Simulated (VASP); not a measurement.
# InP (zincblende type) (F-43m) in VASP: further runs, part 2 of 2

VASP 6.6.1.

**4. Single point, LDA (volume scaled by 0.55)**

INCAR reads:

```
ALGO     = Normal         # electronic algorithm
EDIFF    = 1E-6           # SCF threshold, eV
ENCUT    = 500            # plane-wave cutoff, eV
GGA      = CA             # functional
GGA_COMPAT= False        
ISIF     = 2              # what is computed and relaxed
ISMEAR   = -1             # smearing method
LASPH    = True           # aspherical terms in the spheres
LCHARG   = True           # write CHGCAR
LELF     = True           # ELF
LREAL    = False          # projectors in reciprocal space
LVHAR    = True         
LWAVE    = False          # write WAVECAR
NBANDS   = 16             # bands
NELM     = 120            # most SCF steps
PREC     = Accurate       # precision mode
SIGMA    = 0.05           # smearing width, eV
```

KPOINTS reads:

```
k-points
0
Gamma
  11 11 11
```

POSCAR reads:

```
InP
1.0
    0.0000000000      2.3871530355      2.3871530355
    2.3871530355      0.0000000000      2.3871530355
    2.3871530355      2.3871530355      0.0000000000
In P
1 1
Direct
    0.0000000000      0.0000000000      0.0000000000
    0.2500000000      0.2500000000      0.2500000000
```

Potentials or basis: VASP PAW LDA potentials, release 64 (In_d, P).

Launch:

```
$ cat potpaw_LDA.64/In_d/POTCAR potpaw_LDA.64/P/POTCAR > POTCAR
$ mpirun -np 1 vasp_std > vasp.out
```

OUTCAR:

```text
EDIFF = 1E-6
   ENCUT = 500
   GGA = CA
   ISIF = 2
   ISMEAR = -1
   LASPH = True
   LREAL = False
   NELM = 120
   PREC = Accurate

 ion  position               nearest neighbor table
   1  0.000  0.000  0.000-   2 2.07   2 2.07   2 2.07   2 2.07
   2  0.250  0.250  0.250-   1 2.07   1 2.07   1 2.07   1 2.07

  LATTYP: Found a face centered cubic cell.
 ALAT       =     4.7743060710

  Lattice vectors:

 A1 = (   0.0000000000,   2.3871530355,   2.3871530355)
 A2 = (   2.3871530355,   0.0000000000,   2.3871530355)
 A3 = (   2.3871530355,   2.3871530355,   0.0000000000)

Analysis of symmetry for initial positions (statically):
=====================================================================
 Subroutine PRICEL returns:
 Original cell was already a primitive cell.

 Routine SETGRP: Setting up the symmetry group for a
 face centered cubic supercell.

 Subroutine GETGRP returns: Found 24 space group operations
 (whereof 24 operations were pure point group operations)
 out of a pool of 48 trial point group operations.

The static configuration has the point symmetry T_d .

[... 158 lines left out ...]
  energy without entropy =       -3.19680528  energy(sigma->0) =       -3.19710044

 E-fermi :  14.9813     XC(G=0): -12.5635

 val. band max:       14.7192413873   @ k =  -0.0909   0.0909   0.0000
 cond. band min:      15.0122241042   @ k =   0.0000   0.0000   0.0000
 fundamental gap:      0.2929827169
 Fermi energy:        14.9812695310

 k-point     1 :       0.0000    0.0000    0.0000
  band No.  band energies     occupation
      1      -3.0235      2.00000
      2      -2.9074      2.00000
      3      -2.9074      2.00000
      4      -2.9074      2.00000
      5      -2.1196      2.00000
      6      -2.1196      2.00000
[... 433 lines left out ...]
      3      -2.7196      2.00000
      4      -2.1761      2.00000
      5      -2.1152      2.00000
      6      -0.7289      2.00000
[... 8 lines left out ...]
     15      26.0767      0.00000
     16      27.9335      0.00000

 [... further k-points ...]

------------------------ aborting loop because EDIFF is reached ----------------------------------------

  FORCE on cell =-STRESS in cart. coord.  units (eV):
  Direction    XX          YY          ZZ          XY          YZ          ZX
  --------------------------------------------------------------------------------------
  -------------------------------------------------------------------------------------
  Total       26.7767903     26.7767903     26.7767903      0.0000000     -0.0000000     -0.0000000
  in kB     1576.8788195   1576.8788195   1576.8788195      0.0000000     -0.0000000     -0.0000000
  external PRESSURE =    1576.8788195 kB  Pullay stress =       0.0000000 kB

 VOLUME and BASIS-vectors are now :
 -----------------------------------------------------------------------------
  energy-cutoff  :      500.00
  volume of cell :       27.21
      direct lattice vectors                 reciprocal lattice vectors
     0.000000000  2.387153035  2.387153035    -0.209454523  0.209454523  0.209454523
     2.387153035  0.000000000  2.387153035     0.209454523 -0.209454523  0.209454523
     2.387153035  2.387153035  0.000000000     0.209454523  0.209454523 -0.209454523

 POSITION                                       TOTAL-FORCE (eV/Angst)
 -----------------------------------------------------------------------------------
      0.00000      0.00000      0.00000         0.000000      0.000000      0.000000
      1.19358      1.19358      1.19358        -0.000000     -0.000000     -0.000000
 -----------------------------------------------------------------------------------
    total drift:                               -0.000002     -0.000002     -0.000001

  FREE ENERGIE OF THE ION-ELECTRON SYSTEM (eV)
  ---------------------------------------------------
  free  energy   TOTEN  =        -3.1973955995 eV

  energy  without entropy=       -3.1968052795  energy(sigma->0) =       -3.19710044
```

stdout:

```text
POSCAR found type information on POSCAR InP
 POSCAR found :  2 types and       2 ions
 scaLAPACK will be used
 LDA part: xc-table for (Slater(with rela. corr.)+CA(PZ))
 , standard interpolation
 POSCAR, INCAR and KPOINTS ok, starting setup
 FFT: planning ... GRIDC
 FFT: planning ... GRID_SOFT
 FFT: planning ... GRID
 WAVECAR not read
 entering main loop
```

Run time: 22 s. Hardware: 1 thread of Intel Xeon Platinum 8375C at 2.90GHz (Ice Lake), shared host; peak memory 0.15 GiB.

What came out:

- Free energy: -3.1974 eV
- Pressure: 157.7 GPa

Levels at points of the mesh, in eV from the Fermi level:
```
           k point  band 6  band 7  band 8  band 9  band 10  band 11  band 12  band 13
(0.00, 0.00, 0.00)  -17.10    0.03    0.03    0.03     2.81     2.89     2.89     2.89
```

Caveat: spin-orbit coupling is left out, which moves the levels of the heavy elements.

**5. Single point, LDA (volume scaled by 0.55)**

INCAR reads:

```
SYSTEM = InP
ALGO = Normal ; EDIFF = 1E-6
ENCUT = 500 ; GGA = CA
GGA_COMPAT = .FALSE. ; ISIF = 2
ISMEAR = -1 ; LASPH = .TRUE.
LCHARG = .TRUE. ; LELF = .TRUE.
LREAL = .FALSE. ; LVHAR = .TRUE.
LWAVE = .FALSE. ; NBANDS = 16
NELM = 120 ; PREC = Accurate
SIGMA = 0.05
```

KPOINTS reads:

```
k-points
0
G
  11 11 11
  0 0 0
```

POSCAR is that of step 4.

Potentials or basis: VASP PAW LDA potentials, release 64 (In_d, P).

Launch:

```
$ cat potpaw_LDA.64/In_d/POTCAR potpaw_LDA.64/P/POTCAR > POTCAR
$ mpirun -np 1 vasp_std > vasp.out
```

OUTCAR:

```text
SYSTEM = InP
   EDIFF = 1E-6
   ENCUT = 500
   GGA = CA
   ISIF = 2
   ISMEAR = -1
   LASPH = .TRUE.
   LREAL = .FALSE.
   NELM = 120
   PREC = Accurate

 ion  position               nearest neighbor table
   1  0.000  0.000  0.000-   2 2.07   2 2.07   2 2.07   2 2.07
   2  0.250  0.250  0.250-   1 2.07   1 2.07   1 2.07   1 2.07

  LATTYP: Found a face centered cubic cell.
 ALAT       =     4.7743060710

  Lattice vectors:

 A1 = (   0.0000000000,   2.3871530355,   2.3871530355)
 A2 = (   2.3871530355,   0.0000000000,   2.3871530355)
 A3 = (   2.3871530355,   2.3871530355,   0.0000000000)

[... 624 lines left out ...]
      5      -2.1152      2.00000
      6      -0.7289      2.00000
[... 8 lines left out ...]
     15      26.0767      0.00000
     16      27.9335      0.00000

 [... further k-points ...]
[... 5 lines left out ...]
  --------------------------------------------------------------------------------------
  -------------------------------------------------------------------------------------
  Total       26.7767903     26.7767903     26.7767903      0.0000000     -0.0000000     -0.0000000
  in kB     1576.8788195   1576.8788195   1576.8788195      0.0000000     -0.0000000     -0.0000000
  external PRESSURE =    1576.8788195 kB  Pullay stress =       0.0000000 kB

 VOLUME and BASIS-vectors are now :
 -----------------------------------------------------------------------------
  energy-cutoff  :      500.00
  volume of cell :       27.21
      direct lattice vectors                 reciprocal lattice vectors
     0.000000000  2.387153035  2.387153035    -0.209454523  0.209454523  0.209454523
     2.387153035  0.000000000  2.387153035     0.209454523 -0.209454523  0.209454523
     2.387153035  2.387153035  0.000000000     0.209454523  0.209454523 -0.209454523

 POSITION                                       TOTAL-FORCE (eV/Angst)
 -----------------------------------------------------------------------------------
      0.00000      0.00000      0.00000         0.000000      0.000000      0.000000
      1.19358      1.19358      1.19358        -0.000000     -0.000000     -0.000000
 -----------------------------------------------------------------------------------
    total drift:                               -0.000002     -0.000002     -0.000001

  FREE ENERGIE OF THE ION-ELECTRON SYSTEM (eV)
  ---------------------------------------------------
  free  energy   TOTEN  =        -3.1973955995 eV

  energy  without entropy=       -3.1968052795  energy(sigma->0) =       -3.19710044
```

OSZICAR:

```text
N       E                     dE             d eps       ncg     rms          rms(c)
DAV:   1     0.116935793296E+03    0.11694E+03   -0.83864E+03  1872   0.152E+03
DAV:   2     0.200483988345E+01   -0.11493E+03   -0.10926E+03  2032   0.324E+02
DAV:   3    -0.435704324507E+01   -0.63619E+01   -0.63139E+01  2288   0.740E+01
DAV:   4    -0.448929024990E+01   -0.13225E+00   -0.13221E+00  2216   0.103E+01
DAV:   5    -0.449515912998E+01   -0.58689E-02   -0.58688E-02  2648   0.209E+00    0.160E+01
DAV:   6    -0.344843983584E+01    0.10467E+01   -0.88609E-01  2432   0.264E+01    0.795E+00
DAV:   7    -0.321424721805E+01    0.23419E+00   -0.59231E-01  2456   0.103E+01    0.286E+00
DAV:   8    -0.320150384778E+01    0.12743E-01   -0.60602E-02  2296   0.325E+00    0.225E+00
DAV:   9    -0.319789045432E+01    0.36134E-02   -0.56422E-03  2632   0.474E-01    0.606E-01
DAV:  10    -0.319749109796E+01    0.39936E-03   -0.13124E-03  2352   0.815E-01    0.465E-01
DAV:  11    -0.319750261979E+01   -0.11522E-04   -0.48429E-04  2280   0.370E-01    0.659E-01
DAV:  12    -0.319739519364E+01    0.10743E-03   -0.15665E-04  2216   0.114E-01    0.726E-02
DAV:  13    -0.319739566465E+01   -0.47101E-06   -0.12138E-05  2344   0.227E-02    0.397E-02
DAV:  14    -0.319739559954E+01    0.65112E-07   -0.12566E-07  1304   0.477E-03
   1 F= -.31973956E+01 E0= -.31971004E+01  d E =-.590320E-03
```

stdout:

```text
POSCAR found type information on POSCAR InP
 POSCAR found :  2 types and       2 ions
 scaLAPACK will be used
 LDA part: xc-table for (Slater(with rela. corr.)+CA(PZ))
 , standard interpolation
 POSCAR, INCAR and KPOINTS ok, starting setup
 FFT: planning ... GRIDC
 FFT: planning ... GRID_SOFT
 FFT: planning ... GRID
 WAVECAR not read
 entering main loop
```

Wall time 21 s (1 thread of Intel Xeon Platinum 8375C at 2.90GHz (Ice Lake), shared host); peak memory 0.15 GiB.

What came out:

| Item | Value |
| --- | --- |
| Free energy | -3.1974 eV |
| Pressure | 157.7 GPa |

Caveat: spin-orbit coupling is left out, which moves the levels of the heavy elements.

**6. Summary**

```csv
task,cell,cutoff (eV),gap on the mesh (eV),pressure (GPa)
single point,"a = 4.120 Å, angles 60.0°, 2 atoms",520,0.61,0.0
relaxation of cell and atoms,"relaxed from a = 4.198 Å, angles 60.0°, 2 atoms",600,0.60,0.0
single point,"a = 3.376 Å, angles 60.0°, 2 atoms",500,-,157.7
```

Alike in all rows: level LDA; potentials or basis VASP PAW LDA potentials, release 64 (In_d, P); no spin polarisation; k mesh 11 × 11 × 11; smearing fermi-dirac 0.05 eV.

Caveats: spin-orbit coupling is left out, which moves the levels of the heavy elements.

Total energies depend on the potentials used, so only differences within one code and one set of settings carry meaning.
